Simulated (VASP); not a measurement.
# Si in VASP: further runs, part 2 of 2

VASP 6.6.1. Earlier steps stand in the parts before.

## (5) Single point, PBE

Input file INCAR:

```
SYSTEM = Si
ALGO = Normal
DIPOL = 0.5 0.5 0.500
EDIFF = 1E-7
ENCUT = 520
GGA = PE
IDIPOL = 3
ISIF = 2
ISMEAR = -1
LASPH = .True.
LCHARG = .True.
LDIPOL = .True.
LELF = .True.
LREAL = .False.
LVACPOTAV = .True.
LVHAR = .True.
LWAVE = .False.
NBANDS = 16
NELM = 80
PREC = Accurate
SIGMA = 0.02
```

Input file KPOINTS:

```
k-points
0
Gamma
  3 7 1
  0 0 0
```

Input file POSCAR:

```
Si
1.0
    9.4759515534      0.0000000000      0.0000000000
    0.0000000000      3.8685410222      0.0000000000
    0.0000000000      0.0000000000     17.1168000000
Si
4
Direct
    0.7916666670      0.7500000000      0.4673784938
    0.5416666670      0.7500000000      0.4673784938
    0.4583333330      0.2500000000      0.5326215062
    0.2083333330      0.2500000000      0.5326215062
```

Potentials or basis: VASP PAW PBE potentials, release 64 (Si).

Run with:

```
cat potpaw_PBE.64/Si/POTCAR > POTCAR
mpirun -np 1 vasp_std > vasp.out
```

OUTCAR:

```text
SYSTEM = Si
   EDIFF = 1E-7
   ENCUT = 520
   GGA = PE
   ISIF = 2
   ISMEAR = -1
   LASPH = .True.
   LREAL = .False.
   NELM = 80
   PREC = Accurate

 ion  position               nearest neighbor table
   1  0.792  0.750  0.467-   2 2.37
   2  0.542  0.750  0.467-   3 2.37   3 2.37   1 2.37
   3  0.458  0.250  0.533-   2 2.37   2 2.37   4 2.37
   4  0.208  0.250  0.533-   3 2.37

  LATTYP: Found a simple orthorhombic cell.
 ALAT       =     3.8685410222
 B/A-ratio  =     2.4494897428
 C/A-ratio  =     4.4246138019

  Lattice vectors:

 A1 = (   0.0000000000,  -3.8685410222,   0.0000000000)
 A2 = (   9.4759515534,   0.0000000000,   0.0000000000)
 A3 = (   0.0000000000,   0.0000000000,  17.1168000000)

Analysis of symmetry for initial positions (statically):
=====================================================================
 Subroutine PRICEL returns:
 Original cell was already a primitive cell.

 Routine SETGRP: Setting up the symmetry group for a
 simple orthorhombic supercell.

 Subroutine GETGRP returns: Found  4 space group operations
 (whereof  2 operations were pure point group operations)
 out of a pool of  8 trial point group operations.

The static configuration has the point symmetry S_2 .
 The point group associated with its full space group is C_2h.

Analysis of symmetry for dynamics (positions and initial velocities):
=====================================================================
 Subroutine PRICEL returns:
 Original cell was already a primitive cell.

 Routine SETGRP: Setting up the symmetry group for a
 simple orthorhombic supercell.

 Subroutine GETGRP returns: Found  4 space group operations
 (whereof  2 operations were pure point group operations)
 out of a pool of  8 trial point group operations.

The dynamic configuration has the point symmetry S_2 .
 The point group associated with its full space group is C_2h.
[... 109 lines left out ...]
  Thomas-Fermi vector in A             =   1.480173
   LORBIT       =      0    0 simple, 1 ext, 2 COOP (PROOUT), +10 PAW based schemes
   GGA     = PE    functional components
   LHFCALC =     F    Hartree Fock is set to
   AEXX    =    0.0000 exact exchange contribution
   IVDW    =     0    specifies the selected vdW correction
   LEPSILON=     F    determine dielectric tensor
   LRPA    =     F    only Hartree local field effects (RPA)
 non-spin polarized calculation
  energy-cutoff  :      520.00
  volume of cell :      627.47
 maximum number of plane-waves:     16940
 NGX is ok and might be reduce to    70
   NGX = 35   NGY = 15   NGZ = 63

 dipolmoment           0.000000      0.000000      0.000000 electrons x Angstroem

 number of electron      15.9999999 magnetization

 dipolmoment           0.000000      0.000000     -0.000000 electrons x Angstroem

 Free energy of the ion-electron system (eV)
  ---------------------------------------------------
  ext. energy  EPLUGINS =         0.00000000
  ---------------------------------------------------
  free energy    TOTEN  =       -14.92875315 eV

  energy without entropy =      -14.91739518  energy(sigma->0) =      -14.92307417

 E-fermi :  -3.3676     XC(G=0):  -2.2470

 val. band max:       -3.3856601705   @ k =   0.3333   0.1429   0.0000
 cond. band min:      -3.3353502048   @ k =   0.0000   0.0000   0.0000
 fundamental gap:      0.0503099657
 Fermi energy:        -3.3676151000

 k-point     1 :       0.0000    0.0000    0.0000
  band No.  band energies     occupation
      1     -13.0646      2.00000
      2     -10.9393      2.00000
      3      -9.5558      2.00000
      4      -6.6198      2.00000
      5      -5.1917      2.00000
      6      -4.5945      2.00000
[... 129 lines left out ...]
      3      -8.8199      2.00000
      4      -8.5359      2.00000
      5      -5.2741      2.00000
      6      -4.9417      2.00000
[... 8 lines left out ...]
     15       1.3295      0.00000
     16       1.8420      0.00000

------------------------ aborting loop because EDIFF is reached ----------------------------------------

  FORCE on cell =-STRESS in cart. coord.  units (eV):
  Direction    XX          YY          ZZ          XY          YZ          ZX
  --------------------------------------------------------------------------------------
  -------------------------------------------------------------------------------------
  Total       -4.7988706     -5.3414276     -0.7940066      0.0000000      0.0000000      0.3598434
  in kB      -12.2534111    -13.6387735     -2.0274124      0.0000000      0.0000000      0.9188223
  external PRESSURE =      -9.3065323 kB  Pullay stress =       0.0000000 kB

 VOLUME and BASIS-vectors are now :
 -----------------------------------------------------------------------------
  energy-cutoff  :      520.00
  volume of cell :      627.47
      direct lattice vectors                 reciprocal lattice vectors
     9.475951553  0.000000000  0.000000000     0.105530299  0.000000000  0.000000000
     0.000000000  3.868541022  0.000000000     0.000000000  0.258495385  0.000000000
     0.000000000  0.000000000 17.116800000     0.000000000  0.000000000  0.058422135

 POSITION                                       TOTAL-FORCE (eV/Angst)
 -----------------------------------------------------------------------------------
      7.50179      2.90141      8.00002        -0.747981      0.000000     -0.015531
      5.13281      2.90141      8.00002         0.425688     -0.000000      0.720539
      4.34314      0.96714      9.11678        -0.425688      0.000000     -0.720539
      1.97416      0.96714      9.11678         0.747981      0.000000      0.015531
 -----------------------------------------------------------------------------------
    total drift:                               -0.000000     -0.000000      0.000000

  FREE ENERGIE OF THE ION-ELECTRON SYSTEM (eV)
  ---------------------------------------------------
  free  energy   TOTEN  =       -14.9287531515 eV

  energy  without entropy=      -14.9173951839  energy(sigma->0) =      -14.92307417

 vacuum level on the upper side and lower side of the slab         1.382         1.382
```

OSZICAR:

```text
N       E                     dE             d eps       ncg     rms          rms(c)
DAV:   1     0.704506837852E+02    0.70451E+02   -0.37665E+03   256   0.610E+02
DAV:   2    -0.711735269565E+01   -0.77568E+02   -0.71795E+02   400   0.986E+01
DAV:   3    -0.156036987263E+02   -0.84863E+01   -0.83326E+01   368   0.350E+01
[... 16 lines left out ...]
DAV:  20    -0.149287474776E+02   -0.43022E-05   -0.13866E-07   360   0.110E-03    0.242E-04
DAV:  21    -0.149287522341E+02   -0.47564E-05   -0.29955E-07   304   0.123E-03    0.143E-04
DAV:  22    -0.149287528228E+02   -0.58872E-06   -0.20122E-08   304   0.370E-04    0.876E-05
DAV:  23    -0.149287530812E+02   -0.25843E-06   -0.96769E-09   232   0.235E-04    0.308E-05
DAV:  24    -0.149287531515E+02   -0.70305E-07   -0.34669E-09   288   0.112E-04
   1 F= -.14928753E+02 E0= -.14923074E+02  d E =-.113580E-01
```

It took 2 min on 1 thread of Intel Xeon Platinum 8488C (Sapphire Rapids), shared host; peak memory 0.57 GiB.

What came out:

| Property | Result |
| --- | --- |
| Free energy | -14.9288 eV |
| Largest force | 0.837 eV/Å |
| Band gap on the k mesh | zero (bands 8 and 9 overlap by 0.39 eV) |

Forces in eV/Å, atoms in the order of the input:
```
Si  -0.748  0.000 -0.016
Si   0.426  0.000  0.721
Si  -0.426  0.000 -0.721
Si   0.748  0.000  0.016
```

Levels at points of the mesh, in eV from the Fermi level:
```tsv
k point	band 6	band 7	band 8	band 9	band 10	band 11
(0.00, 0.00, 0.00)	-1.23	-1.12	0.03	0.67	2.03	2.11
```

## (6) Single point, PBE

Input file INCAR:

```
PREC = Accurate ; ENCUT = 520
EDIFF = 1E-6 ; ISMEAR = -1
SIGMA = 0.02 ; LREAL = F
LASPH = T ; NELM = 80
ALGO = Normal ; ISIF = 2
LWAVE = F ; LCHARG = T
LDIPOL = T ; IDIPOL = 3
DIPOL = 0.5 0.5 0.500 ; GGA = PE
LELF = T ; LVHAR = T
LVACPOTAV = T ; NBANDS = 16
```

Input file KPOINTS:

```
regular mesh
0
Gamma
  3 7 1
```

Input file POSCAR:

```
Si
1.0
    9.4759515534      0.0000000000      0.0000000000
    0.0000000000      3.8685410222      0.0000000000
    0.0000000000      0.0000000000     17.1168000000
Si
4
Direct
    0.8005497932      0.7500000000      0.4626017710
    0.5657294907      0.7500000000      0.4950211931
    0.4342704941      0.2500000000      0.5049787723
    0.1994502220      0.2500000000      0.5373982637
```

Potentials or basis: VASP PAW PBE potentials, release 64 (Si).

Run with:

```
cat potpaw_PBE.64/Si/POTCAR > POTCAR
mpirun -np 1 vasp_std > vasp.out
```

Wall time 1.9 min (1 thread of Intel Xeon Platinum 8488C (Sapphire Rapids), shared host); peak memory 0.56 GiB.

Results (log left out):

```yaml
Free_energy: -15.1776 eV
Largest_force: 0.006 eV/Å
Band_gap_on_the_k_mesh: zero (bands 8 and 9 overlap by 0.34 eV)
```

Forces in eV/Å, atoms in the order of the input:
```
Si  -0.005  0.000  0.001
Si   0.000  0.000 -0.002
Si   0.000  0.000  0.002
Si   0.005  0.000 -0.001
```

Levels at points of the mesh, in eV from the Fermi level:
```
           k point  band 6  band 7  band 8  band 9  band 10  band 11
(0.00, 0.00, 0.00)   -1.46   -1.26   -0.19    1.02     1.99     2.25
```

## (7) The runs side by side

| task | cell | gap on the mesh (eV) | largest force (eV/Å) |
| --- | --- | --- | --- |
| relaxation of the atoms | atoms relaxed from a = 9.476, b = 3.869, c = 17.117 Å, 4 atoms, atomic positions A | none | 0.01 |
| single point | a = 9.476, b = 3.869, c = 14.280 Å, 4 atoms, atomic positions B | none | 0.01 |
| single point | a = 9.476, b = 3.869, c = 17.117 Å, 4 atoms, atomic positions A | none | 0.84 |
| single point | a = 9.476, b = 3.869, c = 17.117 Å, 4 atoms, atomic positions B | none | 0.01 |

Alike in all rows: level PBE; potentials or basis VASP PAW PBE potentials, release 64 (Si); no spin polarisation; k mesh 3 × 7 × 1; cutoff (eV) 520; smearing fermi-dirac 0.02 eV.

Total energies depend on the potentials used, so only differences within one code and one set of settings carry meaning.
